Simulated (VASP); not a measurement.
# Si2W (I4/mmm) in VASP: a series of runs

The runs below take Si2W through electric field gradients, single point, with PBE.

Everything below comes from runs of VASP 6.6.1. Logs are shortened: lines on timing, memory, paths and dates and some standing lists are left out, and cuts for length are marked.

## (1) The cell of the first run

It takes space group I4/mmm (No. 139, tetragonal). The conventional cell has a = 3.229 Å, b = 3.229 Å, c = 7.867 Å, α = 90.00°, β = 90.00°, γ = 90.00°. Si (site symmetry 4mm) has 9 Si at 2.60 to 3.23 Å and 5 W at 2.63 Å within 3.4 Å. W (site symmetry 4/mmm) has 10 Si at 2.63 Å and 4 W at 3.23 Å within 3.5 Å.

## (2) Electric field gradients, PBE

Input file INCAR:

```
SYSTEM = Si2W
  ALGO = Normal
  EDIFF = 1E-8
  ENCUT = 520
  GGA = PE
  ISIF = 2
  ISMEAR = 0
  LASPH = .TRUE.
  LCHARG = .FALSE.
  LEFG = .TRUE.
  LREAL = .FALSE.
  LWAVE = .FALSE.
  NBANDS = 18
  NELM = 100
  PREC = Accurate
  SIGMA = 0.05
```

Input file KPOINTS:

```
k-points
0
G
  18 18 18
  0 0 0
```

Input file POSCAR:

```
Si2W
1.0
   -1.6145181012      1.6145181012      3.9335261857
    1.6145181012     -1.6145181012      3.9335261857
    1.6145181012      1.6145181012     -3.9335261857
Si W
2 1
Direct
    0.3345558511      0.3345558511      0.0000000000
    0.6654441489      0.6654441489      0.0000000000
    0.0000000000      0.0000000000      0.0000000000
```

Potentials or basis: VASP PAW PBE potentials, release 64 (Si, W_sv).

Launch:

```console
> cat potpaw_PBE.64/Si/POTCAR potpaw_PBE.64/W_sv/POTCAR > POTCAR
> mpirun -np 1 vasp_std > vasp.out
```

OUTCAR:

```text
SYSTEM = Si2W
   EDIFF = 1E-8
   ENCUT = 520
   GGA = PE
   ISIF = 2
   ISMEAR = 0
   LASPH = .TRUE.
   LREAL = .FALSE.
   NELM = 100
   PREC = Accurate

 ion  position               nearest neighbor table
   1  0.335  0.335  0.000-   2 2.60   3 2.63   3 2.63   3 2.63   3 2.63   3 2.63   2 2.64   2 2.64
                             2 2.64   2 2.64
   2  0.665  0.665  0.000-   1 2.60   3 2.63   3 2.63   3 2.63   3 2.63   3 2.63   1 2.64   1 2.64
                             1 2.64   1 2.64
   3  0.000  0.000  0.000-   2 2.63   2 2.63   1 2.63   1 2.63   2 2.63   2 2.63   1 2.63   1 2.63
                             1 2.63   2 2.63

  LATTYP: Found a body centered tetragonal cell.
 ALAT       =     3.2290362024
 C/A-ratio  =     2.4363469092

  Lattice vectors:

 A1 = (  -1.6145181012,   1.6145181012,   3.9335261857)
 A2 = (   1.6145181012,  -1.6145181012,   3.9335261857)
 A3 = (   1.6145181012,   1.6145181012,  -3.9335261857)

Analysis of symmetry for initial positions (statically):
=====================================================================
 Subroutine PRICEL returns:
 Original cell was already a primitive cell.

 Routine SETGRP: Setting up the symmetry group for a
 body centered tetragonal supercell.

 Subroutine GETGRP returns: Found 16 space group operations
 (whereof 16 operations were pure point group operations)
 out of a pool of 16 trial point group operations.

The static configuration has the point symmetry D_4h.

Analysis of symmetry for dynamics (positions and initial velocities):
=====================================================================
 Subroutine PRICEL returns:
 Original cell was already a primitive cell.

 Routine SETGRP: Setting up the symmetry group for a
 body centered tetragonal supercell.

 Subroutine GETGRP returns: Found 16 space group operations
 (whereof 16 operations were pure point group operations)
 out of a pool of 16 trial point group operations.

The dynamic configuration has the point symmetry D_4h.

 Subroutine INISYM returns: Found 16 space group operations
 (whereof 16 operations are pure point group operations),
 and found     1 'primitive' translations

----------------------------------------------------------------------------------------

                                     Primitive cell

  volume of cell :      41.0136
[... 136 lines left out ...]
  free energy    TOTEN  =       -24.81542342 eV

  energy without entropy =      -24.81524332  energy(sigma->0) =      -24.81533337

 E-fermi :  11.7675     XC(G=0): -12.4610

 val. band max:       11.7384800682   @ k =  -0.3889   0.5000   0.3333
 cond. band min:      11.7958520368   @ k =  -0.3889  -0.4444   0.3889
 fundamental gap:      0.0573719687
 Fermi energy:        11.7674653614

 k-point     1 :       0.0000    0.0000    0.0000
  band No.  band energies     occupation
      1     -62.1268      2.00000
      2     -26.3736      2.00000
      3     -26.3603      2.00000
      4     -26.3603      2.00000
      5      -2.2031      2.00000
      6       4.9988      2.00000
[... 481 lines left out ...]
      5      -1.3065      2.00000
      6       5.0929      2.00000
[... 10 lines left out ...]
     17      17.9608      0.00000
     18      19.8896      0.00000

 [... further k-points ...]

------------------------ aborting loop because EDIFF is reached ----------------------------------------

  FORCE on cell =-STRESS in cart. coord.  units (eV):
  Direction    XX          YY          ZZ          XY          YZ          ZX
  --------------------------------------------------------------------------------------
  -------------------------------------------------------------------------------------
  Total        0.0293751      0.0293751      0.0131800      0.0000000      0.0000000     -0.0000000
  in kB        1.1475265      1.1475265      0.5148712      0.0000000      0.0000000     -0.0000000
  external PRESSURE =       0.9366414 kB  Pullay stress =       0.0000000 kB

 VOLUME and BASIS-vectors are now :
 -----------------------------------------------------------------------------
  energy-cutoff  :      520.00
  volume of cell :       41.01
      direct lattice vectors                 reciprocal lattice vectors
    -1.614518101  1.614518101  3.933526186     0.000000000  0.309689931  0.127112412
     1.614518101 -1.614518101  3.933526186     0.309689931  0.000000000  0.127112412
     1.614518101  1.614518101 -3.933526186     0.309689931  0.309689931  0.000000000

 POSITION                                       TOTAL-FORCE (eV/Angst)
 -----------------------------------------------------------------------------------
      0.00000      0.00000      2.63197        -0.000000     -0.000000     -0.001237
      0.00000      0.00000      5.23508        -0.000000     -0.000000      0.001237
      0.00000      0.00000      0.00000         0.000000      0.000000      0.000000
 -----------------------------------------------------------------------------------
    total drift:                               -0.000000     -0.000000      0.000000

  FREE ENERGIE OF THE ION-ELECTRON SYSTEM (eV)
  ---------------------------------------------------
  free  energy   TOTEN  =       -24.8154234220 eV

  energy  without entropy=      -24.8152433242  energy(sigma->0) =      -24.81533337

 Electric field gradients (V/A^2)
---------------------------------------------------------------------
 ion       V_xx      V_yy      V_zz      V_xy      V_xz      V_yz
---------------------------------------------------------------------
   1       4.601     4.601    -9.202    -0.000    -0.000    -0.000
   2       4.601     4.601    -9.202    -0.000    -0.000    -0.000
   3      68.402    68.402  -136.803    -0.000    -0.000    -0.000
---------------------------------------------------------------------

 Electric field gradients after diagonalization (V/A^2)
 (convention: |V_zz| > |V_xx| > |V_yy|)
----------------------------------------------------------------------
 ion       V_xx      V_yy      V_zz     asymmetry (V_yy - V_xx)/ V_zz
----------------------------------------------------------------------
   1       4.601     4.601    -9.202       0.000
   2       4.601     4.601    -9.202       0.000
   3      68.402    68.401  -136.803       0.000
----------------------------------------------------------------------

           NMR quadrupolar parameters

 Cq : quadrupolar parameter    Cq=e*Q*V_zz/h
 eta: asymmetry parameters     (V_yy - V_xx)/ V_zz
 Q  : nuclear electric quadrupole moment in mb (millibarn)
----------------------------------------------------------------------
 ion       Cq(MHz)       eta       Q (mb)
----------------------------------------------------------------------
   1      -0.022       0.000       1.000
   2      -0.022       0.000       1.000
   3      -0.331       0.000       1.000
----------------------------------------------------------------------
```

OSZICAR:

```text
N       E                     dE             d eps       ncg     rms          rms(c)
DAV:   1     0.131218343643E+03    0.13122E+03   -0.10883E+04 17280   0.123E+03
DAV:   2    -0.211350936964E+02   -0.15235E+03   -0.14858E+03 19816   0.321E+02
DAV:   3    -0.256523141977E+02   -0.45172E+01   -0.44470E+01 21582   0.496E+01
DAV:   4    -0.256940514209E+02   -0.41737E-01   -0.41664E-01 20452   0.495E+00
DAV:   5    -0.256945040215E+02   -0.45260E-03   -0.45258E-03 20612   0.554E-01    0.247E+01
DAV:   6    -0.249194057824E+02    0.77510E+00   -0.36782E+00 18550   0.134E+01    0.835E+00
DAV:   7    -0.248388224720E+02    0.80583E-01   -0.25257E-01 18442   0.279E+00    0.450E+00
DAV:   8    -0.248159199026E+02    0.22903E-01   -0.46118E-02 19550   0.168E+00    0.333E-01
DAV:   9    -0.248155180648E+02    0.40184E-03   -0.11356E-03 19984   0.264E-01    0.198E-01
DAV:  10    -0.248154303171E+02    0.87748E-04   -0.28687E-04 20480   0.145E-01    0.397E-02
DAV:  11    -0.248154238851E+02    0.64320E-05   -0.38519E-05 19766   0.445E-02    0.177E-02
DAV:  12    -0.248154242311E+02   -0.34599E-06   -0.17140E-06 20496   0.850E-03    0.424E-03
DAV:  13    -0.248154235088E+02    0.72233E-06   -0.32397E-07 19834   0.498E-03    0.658E-04
DAV:  14    -0.248154234257E+02    0.83055E-07   -0.12186E-08 11706   0.106E-03    0.288E-04
DAV:  15    -0.248154234220E+02    0.37567E-08   -0.23435E-09  9562   0.494E-04
   1 F= -.24815423E+02 E0= -.24815333E+02  d E =-.180098E-03
```

stdout:

```text
POSCAR found type information on POSCAR SiW
 POSCAR found :  2 types and       3 ions
 scaLAPACK will be used
 LDA part: xc-table for (Slater+PW92), standard interpolation
 POSCAR, INCAR and KPOINTS ok, starting setup
 FFT: planning ... GRIDC
 FFT: planning ... GRID_SOFT
 FFT: planning ... GRID
 WAVECAR not read
 entering main loop
ion   1

ion   2

ion   3
```

Run time: 5.6 min. Hardware: 1 thread of Intel Xeon Platinum 8375C at 2.90GHz (Ice Lake), shared host; peak memory 0.47 GiB.

What came out:

```yaml
Free_energy: -24.8154 eV
Pressure: 0.1 GPa
Band_gap_on_the_k_mesh: zero (bands 11 and 12 overlap by 1.25 eV)
Largest_electric_field_gradient_by_atom: Si -9.2; W -136.8 V/Å²
```

Levels at points of the mesh, in eV from the Fermi level:
| k point | band 9 | band 10 | band 11 | band 12 | band 13 | band 14 |
| --- | --- | --- | --- | --- | --- | --- |
| (0.00, 0.00, 0.00) | -2.82 | -2.82 | 0.59 | 2.64 | 2.97 | 3.02 |
| (0.50, 0.00, 0.00) | -2.76 | -2.72 | -0.43 | 2.64 | 2.74 | 3.89 |
| (0.50, 0.50, 0.00) | -4.97 | -3.20 | -1.77 | 2.72 | 2.90 | 3.05 |
| (0.50, 0.50, 0.50) | -0.86 | -0.86 | -0.50 | -0.50 | 0.77 | 4.43 |

Electric field gradients, principal values (V/Å²):
```tsv
atom	least	middle	greatest (by size)
1 Si	4.601	4.601	-9.202
2 Si	4.601	4.601	-9.202
3 W	68.401	68.402	-136.803
```

Caveat: without QUAD_EFG the Cq values of the log hold for a quadrupole moment of 1 mb, not for the nuclei; spin-orbit coupling is left out, which moves the levels of the heavy elements.

## (3) Single point, PBE

POSCAR is that of step 2.

Input file INCAR.step1:

```
PREC = Accurate
ENCUT = 520
EDIFF = 1E-6
ISMEAR = 0
SIGMA = 0.05
LREAL = False
LASPH = True
NELM = 60
ALGO = Normal
ISIF = 2
LWAVE = False
LCHARG = True
LMAXMIX = 4
GGA = PE
NBANDS = 18
```

Input file KPOINTS.step1:

```
regular mesh
0
Gamma
  18 18 18
```

Input file INCAR.step2:

```
PREC = Accurate
ENCUT = 520
EDIFF = 1E-6
ISMEAR = -5
SIGMA = 0.05
LREAL = False
LASPH = True
NELM = 60
ALGO = Normal
ISIF = 2
LWAVE = False
LCHARG = False
LMAXMIX = 4
GGA = PE
LORBIT = 11
NEDOS = 2001
ICHARG = 11
```

Input file KPOINTS.step2:

```
regular mesh
0
Gamma
  27 27 27
```

Potentials or basis: VASP PAW PBE potentials, release 64 (Si, W_sv).

Launch:

```console
> cat potpaw_PBE.64/Si/POTCAR potpaw_PBE.64/W_sv/POTCAR > POTCAR
> cp INCAR.step1 INCAR
> cp KPOINTS.step1 KPOINTS
> mpirun -np 1 vasp_std > vasp.out
> cp INCAR.step2 INCAR
> cp KPOINTS.step2 KPOINTS
> mpirun -np 1 vasp_std > vasp.out
```

It took 13 min on 1 thread of Intel Xeon Platinum 8375C at 2.90GHz (Ice Lake), shared host; peak memory 0.98 GiB.

The run converged. Its results:

| Item | Value |
| --- | --- |
| Valence electrons inside the program's atomic spheres | Si 1.62; W 12.18 |

Levels at points of the mesh, in eV from the Fermi level:
```tsv
k point	band 9	band 10	band 11	band 12	band 13	band 14
(0.00, 0.00, 0.00)	-2.80	-2.80	0.61	2.65	2.98	3.04
```

Caveat: spin-orbit coupling is left out, which moves the levels of the heavy elements; tetrahedron occupations give inexact forces and stress in metals.
